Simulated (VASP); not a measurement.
# SnSe (I4/mmm) in VASP: further runs, part 2 of 2

VASP 6.6.1. Earlier steps stand in the parts before.

### Step 4. Single point, LDA (strain +0.025 along x and y, +0.050 along z)

Input file INCAR:

```
SYSTEM = SnSe
  ALGO = Normal
  EDIFF = 1E-7
  ENCUT = 520
  ISIF = 2
  ISMEAR = 0
  LASPH = .True.
  LCHARG = .False.
  LREAL = .False.
  LWAVE = .False.
  NBANDS = 17
  NELM = 100
  PREC = Accurate
  SIGMA = 0.05
```

Input file KPOINTS:

```
k-points
0
Gamma
  8 8 8
  0 0 0
```

Input file POSCAR:

```
SnSe
1.0
    0.0000000000      3.0852500000      3.1605000000
    3.0852500000      0.0000000000      3.1605000000
    3.0852500000      3.0852500000      0.0000000000
Sn Se
1 1
Direct
    0.0000000000      0.0000000000      0.0000000000
    0.5000000000      0.5000000000      0.5000000000
```

Potentials or basis: VASP PAW LDA potentials, release 64 (Sn_d, Se).

Command:

```sh
$ cat potpaw_LDA.64/Sn_d/POTCAR potpaw_LDA.64/Se/POTCAR > POTCAR
$ mpirun -np 1 vasp_std > vasp.out
```

OUTCAR:

```text
SYSTEM = SnSe
   EDIFF = 1E-7
   ENCUT = 520
   ISIF = 2
   ISMEAR = 0
   LASPH = .True.
   LREAL = .False.
   NELM = 100
   PREC = Accurate

 ion  position               nearest neighbor table
   1  0.000  0.000  0.000-   2 3.09   2 3.09   2 3.09   2 3.09   2 3.16   2 3.16
   2  0.500  0.500  0.500-   1 3.09   1 3.09   1 3.09   1 3.09   1 3.16   1 3.16

  LATTYP: Found a body centered tetragonal cell.
 ALAT       =     4.3632023933
 C/A-ratio  =     1.4487065761

  Lattice vectors:

 A1 = (  -3.0852500000,   0.0000000000,   3.1605000000)
 A2 = (   3.0852500000,   0.0000000000,   3.1605000000)
 A3 = (   0.0000000000,   3.0852500000,  -3.1605000000)

Analysis of symmetry for initial positions (statically):
=====================================================================
 Subroutine PRICEL returns:
 Original cell was already a primitive cell.

 Routine SETGRP: Setting up the symmetry group for a
 body centered tetragonal supercell.

 Subroutine GETGRP returns: Found 16 space group operations
 (whereof 16 operations were pure point group operations)
 out of a pool of 16 trial point group operations.

The static configuration has the point symmetry D_4h.

Analysis of symmetry for dynamics (positions and initial velocities):
=====================================================================
 Subroutine PRICEL returns:
 Original cell was already a primitive cell.

 Routine SETGRP: Setting up the symmetry group for a
 body centered tetragonal supercell.

 Subroutine GETGRP returns: Found 16 space group operations
 (whereof 16 operations were pure point group operations)
 out of a pool of 16 trial point group operations.

The dynamic configuration has the point symmetry D_4h.

 Subroutine INISYM returns: Found 16 space group operations
 (whereof 16 operations are pure point group operations),
 and found     1 'primitive' translations

----------------------------------------------------------------------------------------
[... 112 lines left out ...]
     AMIX     =   0.40;   BMIX     =  1.00
     AMIX_MAG =   1.60;   BMIX_MAG =  1.00
  volume/ion in A,a.u.               =      30.08       203.02
  Fermi-wavevector in a.u.,A,eV,Ry     =   1.134042  2.143030 17.497805  1.286052
  Thomas-Fermi vector in A             =   2.270746
   LORBIT       =      0    0 simple, 1 ext, 2 COOP (PROOUT), +10 PAW based schemes
   GGA     = CA    functional components
   LHFCALC =     F    Hartree Fock is set to
   AEXX    =    0.0000 exact exchange contribution
   IVDW    =     0    specifies the selected vdW correction
   LEPSILON=     F    determine dielectric tensor
   LRPA    =     F    only Hartree local field effects (RPA)
 non-spin polarized calculation
 Gauss-broadening in eV      SIGMA  =   0.05
  energy-cutoff  :      520.00
  volume of cell :       60.17
 maximum number of plane-waves:      1644
 NGX is ok and might be reduce to    36
   NGX = 17   NGY = 17   NGZ = 17

 number of electron      19.9999999 magnetization

 Free energy of the ion-electron system (eV)
  ---------------------------------------------------
  ext. energy  EPLUGINS =         0.00000000
  ---------------------------------------------------
  free energy    TOTEN  =        -9.28752360 eV

  energy without entropy =       -9.28752321  energy(sigma->0) =       -9.28752340

 E-fermi :   4.4634     XC(G=0):  -9.4545

 val. band max:        4.3306590555   @ k =   0.5000  -0.0000   0.0000
 cond. band min:       4.5960665104   @ k =   0.5000  -0.0000   0.0000
 fundamental gap:      0.2654074549
 Fermi energy:         4.4633628562

 k-point     1 :       0.0000    0.0000    0.0000
  band No.  band energies     occupation
      1     -17.1647      2.00000
      2     -17.1627      2.00000
      3     -17.1627      2.00000
      4     -17.1540      2.00000
      5     -17.1520      2.00000
      6      -8.8829      2.00000
[... 457 lines left out ...]
      4     -17.1537      2.00000
      5     -17.1471      2.00000
      6      -8.3014      2.00000
[... 9 lines left out ...]
     16      13.5134      0.00000
     17      14.9169      0.00000

 [... further k-points ...]

------------------------ aborting loop because EDIFF is reached ----------------------------------------

  FORCE on cell =-STRESS in cart. coord.  units (eV):
  Direction    XX          YY          ZZ          XY          YZ          ZX
  --------------------------------------------------------------------------------------
  -------------------------------------------------------------------------------------
  Total       -2.3611357     -2.3611357     -2.9175033      0.0000000      0.0000000     -0.0000000
  in kB      -62.8731212    -62.8731212    -77.6882651      0.0000000      0.0000000     -0.0000000
  external PRESSURE =     -67.8115025 kB  Pullay stress =       0.0000000 kB

 VOLUME and BASIS-vectors are now :
 -----------------------------------------------------------------------------
  energy-cutoff  :      520.00
  volume of cell :       60.17
      direct lattice vectors                 reciprocal lattice vectors
     0.000000000  3.085250000  3.160500000    -0.162061421  0.162061421  0.158202816
     3.085250000  0.000000000  3.160500000     0.162061421 -0.162061421  0.158202816
     3.085250000  3.085250000  0.000000000     0.162061421  0.162061421 -0.158202816

 POSITION                                       TOTAL-FORCE (eV/Angst)
 -----------------------------------------------------------------------------------
      0.00000      0.00000      0.00000         0.000000      0.000000     -0.000000
      3.08525      3.08525      3.16050        -0.000000     -0.000000      0.000000
 -----------------------------------------------------------------------------------
    total drift:                               -0.000000      0.000000      0.000000

  FREE ENERGIE OF THE ION-ELECTRON SYSTEM (eV)
  ---------------------------------------------------
  free  energy   TOTEN  =        -9.2875235954 eV

  energy  without entropy=       -9.2875232108  energy(sigma->0) =       -9.28752340
```

It took 1.7 min on 1 thread of AMD EPYC 7R13, shared host; peak memory 0.17 GiB.

What came out:

| Quantity | Value |
| --- | --- |
| Free energy | -9.2875 eV |
| Pressure | -6.8 GPa |
| Band gap on the k mesh | 0.27 eV |

Stress tensor (GPa, compression positive):
```
-6.29  0.00  0.00
 0.00 -6.29  0.00
 0.00  0.00 -7.77
```

Levels at points of the mesh, in eV from the valence-band top:
```csv
k point,band 6,band 7,band 8,band 9,band 10,band 11,band 12,band 13,band 14,band 15
"(0.00, 0.00, 0.00)",-13.21,-5.42,-1.93,-1.93,-1.71,3.57,4.07,4.07,5.89,6.06
"(0.50, 0.00, 0.00)",-12.47,-7.62,-1.64,-1.60,0.00,0.27,1.22,1.32,7.93,9.69
"(0.50, 0.50, 0.00)",-12.33,-6.01,-4.75,-3.11,-3.11,3.38,4.85,4.85,5.11,10.27
"(0.50, 0.00, 0.50)",-12.25,-6.08,-4.80,-3.28,-3.03,3.31,4.48,4.99,5.42,10.14
```

Caveat: the cell differs from its parent crystal (strain +0.025 along x and y, +0.050 along z); the cell stands under tension; spin-orbit coupling is left out, which moves the levels of the heavy elements. A k mesh can miss the band edges.

### Step 5. Single point, LDA (strain +0.050 along x and y, +0.025 along z)

Input file INCAR:

```
ALGO = Normal
EDIFF = 1E-6
ENCUT = 520
ISIF = 2
ISMEAR = 0
LASPH = T
LCHARG = F
LREAL = F
LWAVE = F
NBANDS = 17
NELM = 60
PREC = Accurate
SIGMA = 0.05
```

Input file KPOINTS:

```
k-points
0
Gamma
  8 8 8
```

Input file POSCAR:

```
SnSe
1.0
    0.0000000000      3.1605000000      3.0852500000
    3.1605000000      0.0000000000      3.0852500000
    3.1605000000      3.1605000000      0.0000000000
Sn Se
1 1
Direct
    0.0000000000      0.0000000000      0.0000000000
    0.5000000000      0.5000000000      0.5000000000
```

Potentials or basis: VASP PAW LDA potentials, release 64 (Sn_d, Se).

Command:

```sh
$ cat potpaw_LDA.64/Sn_d/POTCAR potpaw_LDA.64/Se/POTCAR > POTCAR
$ mpirun -np 1 vasp_std > vasp.out
```

OUTCAR:

```text
EDIFF = 1E-6
   ENCUT = 520
   ISIF = 2
   ISMEAR = 0
   LASPH = T
   LREAL = F
   NELM = 60
   PREC = Accurate

 ion  position               nearest neighbor table
   1  0.000  0.000  0.000-   2 3.09   2 3.09   2 3.16   2 3.16   2 3.16   2 3.16
   2  0.500  0.500  0.500-   1 3.09   1 3.09   1 3.16   1 3.16   1 3.16   1 3.16

  LATTYP: Found a body centered tetragonal cell.
 ALAT       =     4.4696219639
 C/A-ratio  =     1.3805418109

  Lattice vectors:

[... 665 lines left out ...]

 [... further k-points ...]

------------------------ aborting loop because EDIFF is reached ----------------------------------------

  FORCE on cell =-STRESS in cart. coord.  units (eV):
  Direction    XX          YY          ZZ          XY          YZ          ZX
  --------------------------------------------------------------------------------------
  -------------------------------------------------------------------------------------
  Total       -3.0360147     -3.0360147     -2.4794895      0.0000000      0.0000000     -0.0000000
  in kB      -78.9191699    -78.9191699    -64.4526684      0.0000000      0.0000000     -0.0000000
  external PRESSURE =     -74.0970027 kB  Pullay stress =       0.0000000 kB

 VOLUME and BASIS-vectors are now :
 -----------------------------------------------------------------------------
  energy-cutoff  :      520.00
  volume of cell :       61.64
      direct lattice vectors                 reciprocal lattice vectors
     0.000000000  3.160500000  3.085250000    -0.158202816  0.158202816  0.162061421
     3.160500000  0.000000000  3.085250000     0.158202816 -0.158202816  0.162061421
     3.160500000  3.160500000  0.000000000     0.158202816  0.158202816 -0.162061421

 POSITION                                       TOTAL-FORCE (eV/Angst)
 -----------------------------------------------------------------------------------
      0.00000      0.00000      0.00000         0.000000      0.000000      0.000000
      3.16050      3.16050      3.08525        -0.000000     -0.000000      0.000000
 -----------------------------------------------------------------------------------
    total drift:                               -0.000000      0.000000      0.000000

  FREE ENERGIE OF THE ION-ELECTRON SYSTEM (eV)
  ---------------------------------------------------
  free  energy   TOTEN  =        -9.2224017128 eV

  energy  without entropy=       -9.2223873218  energy(sigma->0) =       -9.22239452
```

OSZICAR:

```text
N       E                     dE             d eps       ncg     rms          rms(c)
DAV:   1     0.132312654369E+03    0.13231E+03   -0.96336E+03  2025   0.137E+03
DAV:   2     0.406618745802E+01   -0.12825E+03   -0.12406E+03  2150   0.341E+02
DAV:   3    -0.912464694574E+01   -0.13191E+02   -0.13053E+02  2395   0.960E+01
DAV:   4    -0.948747262547E+01   -0.36283E+00   -0.36252E+00  2504   0.170E+01
DAV:   5    -0.949861200980E+01   -0.11139E-01   -0.11139E-01  3009   0.286E+00    0.272E+00
DAV:   6    -0.922968532059E+01    0.26893E+00   -0.79296E-01  2817   0.459E+00    0.153E+00
DAV:   7    -0.922492826828E+01    0.47571E-02   -0.74719E-02  2340   0.118E+00    0.849E-01
DAV:   8    -0.922266194606E+01    0.22663E-02   -0.87200E-03  2323   0.717E-01    0.118E-01
DAV:   9    -0.922237939422E+01    0.28255E-03   -0.15887E-03  2756   0.236E-01    0.584E-02
DAV:  10    -0.922240169007E+01   -0.22296E-04   -0.10845E-04  2303   0.572E-02    0.123E-02
DAV:  11    -0.922240171284E+01   -0.22771E-07   -0.37596E-06  2771   0.128E-02
   1 F= -.92224017E+01 E0= -.92223945E+01  d E =-.143911E-04
```

stdout:

```text
POSCAR found type information on POSCAR SnSe
 POSCAR found :  2 types and       2 ions
 scaLAPACK will be used
 LDA part: xc-table for (Slater(with rela. corr.)+CA(PZ))
 , standard interpolation
 POSCAR, INCAR and KPOINTS ok, starting setup
 FFT: planning ... GRIDC
 FFT: planning ... GRID_SOFT
 FFT: planning ... GRID
 WAVECAR not read
 entering main loop
```

Run time: 1.8 min. Hardware: 1 thread of AMD EPYC 7R13, shared host; peak memory 0.18 GiB.

What came out:

```
Free energy            : -9.2224 eV
Pressure               : -7.4 GPa
Band gap on the k mesh : 0.18 eV
```

Caveat: the cell differs from its parent crystal (strain +0.050 along x and y, +0.025 along z); the cell stands under tension; spin-orbit coupling is left out, which moves the levels of the heavy elements. A k mesh can miss the band edges.

### Step 6. Summary

| cell | gap on the mesh (eV) | pressure (GPa) |
| --- | --- | --- |
| a = 4.364, b = 4.364, c = 4.257 Å, angles 60.8, 60.8, 58.4°, 2 atoms | 0.48 | -5.0 |
| a = 4.310, b = 4.310, c = 4.363 Å, angles 59.6, 59.6, 60.8°, 2 atoms | 0.45 | -5.2 |
| a = 4.417, b = 4.417, c = 4.363 Å, angles 60.4, 60.4, 59.2°, 2 atoms | 0.27 | -6.8 |
| a = 4.417, b = 4.417, c = 4.470 Å, angles 59.6, 59.6, 60.8°, 2 atoms | 0.18 | -7.4 |

Alike in all rows: task single point; level LDA; potentials or basis VASP PAW LDA potentials, release 64 (Sn_d, Se); no spin polarisation; k mesh 8 × 8 × 8; cutoff (eV) 520; smearing gaussian 0.05 eV.

Caveats: the cell stands under tension; spin-orbit coupling is left out, which moves the levels of the heavy elements.

Absolute energies hang on the potentials; compare differences alone.
